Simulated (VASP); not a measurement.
# Ta (Im-3m) in VASP: single point with r2SCAN

Aim: the single point of Ta with r2SCAN.

Program: VASP 6.6.1. These are calculated values, not measurements. Logs are shortened: lines on timing, memory, paths and dates and some standing lists are left out, and cuts for length are marked.

## 1. The cell of the first run

The structure is cubic, space group Im-3m (No. 229). Conventional cell: a = 3.306 Å, b = 3.306 Å, c = 3.306 Å, α = 90.00°, β = 90.00°, γ = 90.00°. Ta (site symmetry m-3m) has 14 Ta at 2.86 to 3.31 Å within 3.8 Å.

## 2. Single point, r2SCAN

Input file POSCAR:

```
Ta
1.0
    0.0000000000      3.3058295633     -3.3058295633
   -3.3058295633      0.0000000000      3.3058295633
    1.6529147816      1.6529147816      1.6529147816
Ta
3
Direct
    0.0000000000      0.0000000000      0.0000000000
    0.3333333330      0.6666666670      0.3333333330
    0.6666666670      0.3333333330      0.6666666670
```

Input file INCAR.step1:

```
SYSTEM = Ta
ALGO = Normal ; EDIFF = 1E-5
ENCUT = 550 ; GGA = PE
GGA_COMPAT = .FALSE. ; ISMEAR = -1
LASPH = .TRUE. ; LCHARG = .FALSE.
LREAL = .FALSE. ; LWAVE = .TRUE.
NBANDS = 24 ; NELM = 120
PREC = Accurate ; SIGMA = 0.1
```

Input file INCAR.step2:

```
SYSTEM = Ta
ALGO = Normal ; EDIFF = 1E-6
ENCUT = 550 ; GGA_COMPAT = .FALSE.
ISIF = 2 ; ISMEAR = -1
ISTART = 1 ; LASPH = .TRUE.
LCHARG = .FALSE. ; LMIXTAU = .TRUE.
LREAL = .FALSE. ; LWAVE = .FALSE.
METAGGA = R2SCAN ; NBANDS = 24
NELM = 120 ; PREC = Accurate
SIGMA = 0.1
```

Input file KPOINTS:

```
k-points
0
G
  10 10 14
  0 0 0
```

Potentials or basis: VASP PAW PBE potentials, release 64 (Ta_pv).

The run is started by

```console
cat potpaw_PBE.64/Ta_pv/POTCAR > POTCAR
cp INCAR.step1 INCAR
mpirun -np 1 vasp_std > vasp.out
cp INCAR.step2 INCAR
mpirun -np 1 vasp_std > vasp.out
```

OUTCAR:

```text
SYSTEM = Ta
   EDIFF = 1E-6
   ENCUT = 550
   ISIF = 2
   ISMEAR = -1
   ISTART = 1
   LASPH = .TRUE.
   LREAL = .FALSE.
   METAGGA = R2SCAN
   NELM = 120
   PREC = Accurate

 ion  position               nearest neighbor table
   1  0.000  0.000  0.000-   2 2.86   3 2.86   3 2.86   2 2.86   3 2.86   2 2.86   3 3.31   2 3.31
                             3 3.31   3 3.31   2 3.31   2 3.31
   2  0.333  0.667  0.333-   1 2.86   3 2.86   3 2.86   1 2.86   1 2.86   3 2.86   3 3.31   3 3.31
                             1 3.31   1 3.31   1 3.31   3 3.31
   3  0.667  0.333  0.667-   1 2.86   2 2.86   2 2.86   1 2.86   1 2.86   2 2.86   2 3.31   2 3.31
                             1 3.31   1 3.31   1 3.31   2 3.31

  LATTYP: Found a hexagonal cell.
 ALAT       =     4.6751490033
 C/A-ratio  =     0.6123724357

  Lattice vectors:

 A1 = (   0.0000000000,   3.3058295633,  -3.3058295633)
 A2 = (  -3.3058295633,   0.0000000000,   3.3058295633)
 A3 = (   1.6529147816,   1.6529147816,   1.6529147816)

Analysis of symmetry for initial positions (statically):
=====================================================================
 Subroutine PRICEL returns following result:

  LATTYP: Found a body centered cubic cell.
 ALAT       =     3.3058295611

  Lattice vectors:

 A1 = (  -1.6529147849,   1.6529147784,  -1.6529147783)
 A2 = (  -1.6529147800,  -1.6529147800,   1.6529147800)
 A3 = (   1.6529147816,   1.6529147816,   1.6529147816)

   3 primitive cells build up your supercell.

 Routine SETGRP: Setting up the symmetry group for a
 hexagonal supercell.

 Subroutine GETGRP returns: Found 12 space group operations
 (whereof 12 operations were pure point group operations)
 out of a pool of 24 trial point group operations.

The static configuration has the point symmetry D_3d.

Analysis of symmetry for dynamics (positions and initial velocities):
=====================================================================
 Subroutine PRICEL returns following result:

  LATTYP: Found a body centered cubic cell.
 ALAT       =     3.3058295611

  Lattice vectors:

 A1 = (  -1.6529147849,   1.6529147784,  -1.6529147783)
 A2 = (  -1.6529147800,  -1.6529147800,   1.6529147800)
 A3 = (   1.6529147816,   1.6529147816,   1.6529147816)

   3 primitive cells build up your supercell.

 Routine SETGRP: Setting up the symmetry group for a
 hexagonal supercell.

 Subroutine GETGRP returns: Found 12 space group operations
[... 91 lines left out ...]
 SYSTEM =  Ta
   PREC   = accura    normal or accurate (medium, high low for compatibility)
   ISTART =      1    job   : 0-new  1-cont  2-samecut
   ICHARG =      0    charge: 1-file 2-atom 10-const
   ISPIN  =      1    spin polarized calculation?
   LNONCOLLINEAR =      F non collinear calculations
   LSORBIT =      F    spin-orbit coupling
   LASPH  =      T    aspherical Exc in radial PAW
   ENCUT  =  550.0 eV  40.42 Ry    6.36 a.u.   8.94  8.94  5.47*2*pi/ulx,y,z
   NELM   =    120;   NELMIN=  2; NELMDL=  0     # of ELM steps
   EDIFF  = 0.1E-05   stopping-criterion for ELM
   LREAL  =      F    real-space projection
   EDIFFG = 0.1E-04   stopping-criterion for IOM
   NSW    =      0    number of steps for IOM
   IBRION =     -1    ionic relax: 0-MD 1-quasi-New 2-CG
   NFREE  =      0    steps in history (QN), initial steepest desc. (CG)
   ISIF   =      2    stress and relaxation
   ISYM   =      2    0-nonsym 1-usesym 2-fastsym
   POTIM  = 0.5000    time-step for ionic-motion
   TEBEG  =    0.0;   TEEND  =   0.0 temperature during run
   PSTRESS=    0.0 pullay stress
   NELECT =      33.0000    total number of electrons
   NUPDOWN=      -1.0000    fix difference up-down
   EMIN   =  10.00;   EMAX   =-10.00  energy-range for DOS
   EFERMI =   0.00;   METHOD = LEGACY
   ISMEAR =    -1;   SIGMA  =   0.10  broadening in eV -4-tet -1-fermi 0-gaus
   EFERMI_NEDOS =   21; number of points for ismear=-14 and -15
   IALGO  =     38    algorithm
   IMIX   =      4    mixing-type and parameters
     AMIX     =   0.40;   BMIX     =  1.00
     AMIX_MAG =   1.60;   BMIX_MAG =  1.00
  volume/ion in A,a.u.               =      18.06       121.90
  Fermi-wavevector in a.u.,A,eV,Ry     =   1.387614  2.622210 26.197636  1.925472
  Thomas-Fermi vector in A             =   2.511818
   LORBIT       =      0    0 simple, 1 ext, 2 COOP (PROOUT), +10 PAW based schemes
   METAGGA = R2SCAN    functional components
   LHFCALC =     F    Hartree Fock is set to
   AEXX    =    0.0000 exact exchange contribution
   IVDW    =     0    specifies the selected vdW correction
   LEPSILON=     F    determine dielectric tensor
   LRPA    =     F    only Hartree local field effects (RPA)
 non-spin polarized calculation
  energy-cutoff  :      550.00
  volume of cell :       54.19
 maximum number of plane-waves:      1607
   NGX = 17   NGY = 17   NGZ = 11

 number of electron      32.9999993 magnetization

 Free energy of the ion-electron system (eV)
  ---------------------------------------------------
  ext. energy  EPLUGINS =         0.00000000
  ---------------------------------------------------
  free energy    TOTEN  =      -145.80326065 eV

  energy without entropy =     -145.68355576  energy(sigma->0) =     -145.74340821

 E-fermi :   5.3160     XC(G=0): -13.7543

 val. band max:        5.3108933990   @ k =   0.0000   0.3000   0.0714
 cond. band min:       5.3192579229   @ k =   0.0000   0.3000   0.0714
 fundamental gap:      0.0083645239
 Fermi energy:         5.3159918976

 k-point     1 :       0.0000    0.0000    0.0000
  band No.  band energies     occupation
      1     -29.7803      2.00000
      2     -29.7803      2.00000
      3     -29.7803      2.00000
      4     -29.7803      2.00000
      5     -29.0870      2.00000
      6     -29.0870      2.00000
[... 637 lines left out ...]
     23       9.9294      0.00000
     24      10.4767      0.00000

 [... further k-points ...]
[... 5 lines left out ...]
  --------------------------------------------------------------------------------------
  -------------------------------------------------------------------------------------
  Total        0.2058564      0.2058564      0.2058564     -0.0335287     -0.0335287     -0.0335287
  in kB        6.0861446      6.0861446      6.0861446     -0.9912752     -0.9912752     -0.9912752
  external PRESSURE =       6.0861446 kB  Pullay stress =       0.0000000 kB

 VOLUME and BASIS-vectors are now :
 -----------------------------------------------------------------------------
  energy-cutoff  :      550.00
  volume of cell :       54.19
      direct lattice vectors                 reciprocal lattice vectors
     0.000000000  3.305829563 -3.305829563    -0.100831978  0.201663956 -0.100831978
    -3.305829563  0.000000000  3.305829563    -0.201663956  0.100831978  0.100831978
     1.652914782  1.652914782  1.652914782     0.201663956  0.201663956  0.201663956

 POSITION                                       TOTAL-FORCE (eV/Angst)
 -----------------------------------------------------------------------------------
      0.00000      0.00000      0.00000        -0.000000     -0.000000     -0.000000
     -1.65291      1.65291      1.65291         0.000000      0.000000     -0.000000
      0.00000      3.30583     -0.00000        -0.000000      0.000000      0.000000
 -----------------------------------------------------------------------------------
    total drift:                               -0.000000     -0.000000      0.000000

  FREE ENERGIE OF THE ION-ELECTRON SYSTEM (eV)
  ---------------------------------------------------
  free  energy   TOTEN  =      -145.8032606537 eV

  energy  without entropy=     -145.6835557568  energy(sigma->0) =     -145.74340821
```

OUTCAR.step1:

```text
SYSTEM = Ta
   EDIFF = 1E-5
   ENCUT = 550
   GGA = PE
   ISMEAR = -1
   LASPH = .TRUE.
   LREAL = .FALSE.
   NELM = 120
[... 889 lines left out ...]
      0.00000      0.00000      0.00000         0.000000      0.000000     -0.000000
     -1.65291      1.65291      1.65291         0.000000      0.000000     -0.000000
      0.00000      3.30583     -0.00000        -0.000000     -0.000000      0.000000
 -----------------------------------------------------------------------------------
    total drift:                               -0.000000     -0.000000      0.000000

  FREE ENERGIE OF THE ION-ELECTRON SYSTEM (eV)
  ---------------------------------------------------
  free  energy   TOTEN  =       -35.5000573821 eV

  energy  without entropy=      -35.3731680399  energy(sigma->0) =      -35.43661271
```

OSZICAR.step1:

```text
N       E                     dE             d eps       ncg     rms          rms(c)
DAV:   1     0.297398839310E+03    0.29740E+03   -0.18444E+04  7680   0.146E+03
DAV:   2    -0.277436430937E+02   -0.32514E+03   -0.31542E+03  9032   0.423E+02
DAV:   3    -0.367610897160E+02   -0.90174E+01   -0.87358E+01  9688   0.665E+01
DAV:   4    -0.368822663185E+02   -0.12118E+00   -0.12082E+00  8656   0.773E+00
DAV:   5    -0.368844611228E+02   -0.21948E-02   -0.21927E-02  9920   0.828E-01    0.232E+01
DAV:   6    -0.358231576557E+02    0.10613E+01   -0.11827E+00  8824   0.867E+00    0.114E+01
DAV:   7    -0.355032969218E+02    0.31986E+00   -0.10396E+00  9440   0.767E+00    0.625E-01
DAV:   8    -0.355002351370E+02    0.30618E-02   -0.22003E-02  8872   0.117E+00    0.204E-01
DAV:   9    -0.355000786746E+02    0.15646E-03   -0.64999E-04  9672   0.215E-01    0.531E-02
DAV:  10    -0.355000600545E+02    0.18620E-04   -0.81966E-05  9536   0.781E-02    0.266E-02
DAV:  11    -0.355000573821E+02    0.26723E-05   -0.11222E-05  6112   0.282E-02
   1 F= -.35500057E+02 E0= -.35436613E+02  d E =-.126889E+00
```

Run time: 5.1 min. Hardware: 1 thread of Intel Xeon 6975P-C (Granite Rapids), shared host; peak memory 0.3 GiB.

What came out:

```yaml
Free_energy: -145.8033 eV
Pressure: 0.6 GPa
```

Levels at points of the mesh, in eV from the Fermi level:
| k point | band 13 | band 14 | band 15 | band 16 | band 17 | band 18 | band 19 | band 20 | band 21 | band 22 |
| --- | --- | --- | --- | --- | --- | --- | --- | --- | --- | --- |
| (0.00, 0.00, 0.00) | -1.14 | -1.14 | -1.14 | -1.14 | 0.83 | 0.83 | 0.83 | 4.31 | 4.31 | 4.81 |
| (0.50, 0.00, 0.00) | -1.57 | -0.74 | -0.74 | -0.53 | -0.53 | 1.44 | 3.23 | 3.23 | 4.18 | 4.57 |
| (0.00, 0.00, 0.50) | -2.93 | -1.54 | -1.54 | -1.54 | -1.54 | 4.88 | 4.88 | 4.88 | 4.88 | 7.08 |
| (0.50, 0.00, 0.50) | -2.16 | -2.16 | -1.57 | -0.19 | -0.19 | 1.44 | 3.40 | 3.40 | 4.18 | 5.15 |

Caveat: the PAW data sets were made with another functional, which shifts forces and pressure a little; spin-orbit coupling is left out, which moves the levels of the heavy elements.
